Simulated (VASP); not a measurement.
Input of a VASP 6.6.1 run:

The input INCAR:

```
SYSTEM = PbS
PREC     = Accurate       ! precision mode
ENCUT    = 520            ! plane-wave cutoff, eV
EDIFF    = 1E-7           ! SCF threshold, eV
ISMEAR   = 0              ! smearing method
SIGMA    = 0.02           ! smearing width, eV
LREAL    = .FALSE.        ! projectors in reciprocal space
LASPH    = .TRUE.         ! aspherical terms in the spheres
NELM     = 100            ! most SCF steps
ALGO     = Normal         ! electronic algorithm
ISIF     = 2              ! what is computed and relaxed
LWAVE    = .FALSE.        ! write WAVECAR
LCHARG   = .TRUE.         ! write CHGCAR
GGA      = PE             ! functional
LELF     = .TRUE.         ! ELF
LVHAR    = .TRUE.       
NBANDS   = 28             ! bands
```

The input KPOINTS:

```
Automatic mesh
0
G
  8 8 6
  0 0 0
```

Contents of POSCAR:

```
PbS
1.0
    4.2480534138      0.0000000000      0.0000000000
    0.0000000000      4.2480534138      0.0000000000
    0.0000000000      0.0000000000      6.0090997648
Pb S
2 2
Direct
    0.5000000000      0.0000000000      0.7488913845
    0.0000000000      0.5000000000      0.2511086155
    0.5000000000      0.0000000000      0.2514106328
    0.0000000000      0.5000000000      0.7485893672
```

Potentials or basis: VASP PAW PBE potentials, release 64 (Pb_d, S).

The run is started by

```sh
$ cat potpaw_PBE.64/Pb_d/POTCAR potpaw_PBE.64/S/POTCAR > POTCAR
$ mpirun -np 1 vasp_std > vasp.out
```

(1) Predict the largest force.

(2) What does it give for the band gap on the k mesh?

## Answers

(1) 0.008 eV/Å.

(2) 0.50 eV.

Caveat: spin-orbit coupling is left out, which moves the levels of the heavy elements.
